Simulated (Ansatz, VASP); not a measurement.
**One calculation of AgCl, two programs**

The input INCAR:

```
PREC = Accurate ; ENCUT = 630
EDIFF = 1E-6 ; ISMEAR = 0
SIGMA = 0.01 ; LREAL = False
LASPH = True ; NELM = 200
ALGO = Normal ; ISIF = 2
LWAVE = False ; LCHARG = False
LMAXMIX = 4 ; LDAU = True
LDAUTYPE = 2 ; LDAUL = 2 -1
LDAUU = 4 0 ; LDAUJ = 0 0
LDAUPRINT = 1 ; GGA = PE
NBANDS = 20 ; GGA_COMPAT = False
```

KPOINTS

```
regular mesh
0
Gamma
  2 2 2
```

Contents of POSCAR:

```
AgCl
1.0
    0.0000000000      2.7726629968      2.7726629968
    2.7726629968      0.0000000000      2.7726629968
    2.7726629968      2.7726629968      0.0000000000
Ag Cl
1 1
Direct
    0.0000000000      0.0000000000      0.0000000000
    0.5000000000      0.5000000000      0.5000000000
```

Input for Ansatz:

```yaml
crystal:
  lattice:
    - [0.0, 2.7726629968, 2.7726629968]
    - [2.7726629968, 0.0, 2.7726629968]
    - [2.7726629968, 2.7726629968, 0.0]
  atoms:
    - { symbol: Ag, position: [0.0, 0.0, 0.0] }
    - { symbol: Cl, position: [0.5, 0.5, 0.5] }
basis:
  ecutrho_ratio: 5
kpoints:
  mp_grid: { grid: [2, 2, 2] }
hamiltonian:
  xc: pbe
  hubbard: { sites: [{ species: Ag, l: d, u_eff: 4.0 }] }
scf:
  occupations: { method: fixed }
output:
  forces: true
  stress: true
  eigenvalues: true
```

Alike in both runs: task single point; functional PBE; k mesh 2 × 2 × 2; no spin polarisation; Hubbard terms Ag d U = 4.0 eV.

|  | VASP | Ansatz |
| --- | --- | --- |
| version | VASP 6.6.1 | Ansatz 0.2.0 |
| potentials or method | VASP PAW PBE potentials, release 64 (Ag_sv_GW, Cl) | scalar-relativistic, plane waves, PAW |
| plane-wave cutoff (eV) | 630 | 420 |
| occupations | gaussian, width 0.01 eV | fixed |
| valence electrons in the cell | 26 | 26 |

```csv
,VASP,Ansatz,Ansatz less VASP
gap on the k mesh at the Fermi level (eV),1.39,1.53,+0.136
least direct gap on the mesh (eV),3.15,3.04,-0.111
pressure (GPa),7.3,7.8,+0.51
```

The programs project onto different local orbitals, so the same U acts differently, and such runs can settle in different states.

The k mesh is coarse, so the values compare programs but aren't converged.
